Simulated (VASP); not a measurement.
The system is PtSeS4.

```
Pt Se S
1.0
    -3.22327    3.22327    2.76632
     3.22327   -3.22327    2.76632
     3.22327    3.22327   -2.76632
Pt Se S
1 1 4
Direct
  0.00000 0.00000 0.00000
  0.50000 0.50000 0.00000
  0.91578 0.41578 0.83156
  0.58422 0.08422 0.16844
  0.08422 0.91578 0.50000
  0.41578 0.58422 0.50000
```

The cell was built from a structure type or drawn by symmetry, and may not be a known phase.

| Property | Result |
| --- | --- |
| Program | VASP 6.6.1 |
| Task | relaxation of cell and atoms |
| Functional | PBE |
| Potentials or basis | VASP PAW PBE potentials, release 64 (Pt, Se, S) |
| Cutoff | 600 eV |
| k mesh | 4 × 4 × 4 |
| Occupations | gaussian, width 0.1 eV |
| Spin | no spin polarisation |

At the start: pressure -5.7 GPa; volume 19.16 Å³/atom.

Q: Where does the relaxation end?

A: Over 21 steps the energy falls by 454.1 meV/atom and the volume is 18.18 Å³/atom (-5.1 %); space group I422 (No. 97, to 0.1 Å) before and after.

Step by step:
```
step  energy change (eV)  largest force (eV/Å)  pressure (GPa)  volume (Å³)
   1              0.0000                0.1691           -5.70       114.96
   2             -0.6503                0.1448            2.32       103.79
   3             -0.7579                0.2701            8.72        98.11
   4             -1.0779                0.2782            9.28        97.29
   5             -1.2099                0.4599           14.24        93.76
   6             -1.3202                0.3517           12.12        95.02
   7             -1.6390                0.3315            3.79       101.23
   8             -1.6856                0.3240           -0.78       105.76
   9             -1.6869                0.3247           -0.21       105.12
  10             -1.6960                0.3422           -0.23       105.11
  11             -1.7265                0.4026           -0.30       105.08
  12             -1.8060                0.5857           -0.37       105.02
  13             -2.0890                1.0496           -0.29       104.88
  14             -2.6779                0.1489            3.00       104.62
  15             -2.6620                0.4845            4.32       104.58
  16             -2.6798                0.0162            3.30       104.61
  17             -2.6887                0.1892            3.22       105.22
  18             -2.6896                0.2941            3.20       105.50
  19             -2.7034                0.2227            2.46       106.28
  20             -2.7241                0.0206            0.40       108.62
  21             -2.7246                0.0165            0.02       109.08
```

Final structure:
```yaml
crystal:
  lattice:
    - [-2.85489, 2.85489, 3.34576]
    - [2.85489, -2.85489, 3.34576]
    - [2.85489, 2.85489, -3.34576]
  atoms:
    - { symbol: Pt, position: [0.00000, 0.00000, 0.00000] }
    - { symbol: Se, position: [0.50000, 0.50000, 0.00000] }
    - { symbol: S, position: [0.87379, 0.37379, 0.74758] }
    - { symbol: S, position: [0.62621, 0.12621, 0.25242] }
    - { symbol: S, position: [0.12621, 0.87379, 0.50000] }
    - { symbol: S, position: [0.37379, 0.62621, 0.50000] }
```

Caveat: the k points lie up to 0.36 Å⁻¹ apart in the final cell, too coarse for converged energies and pressures of a metal.
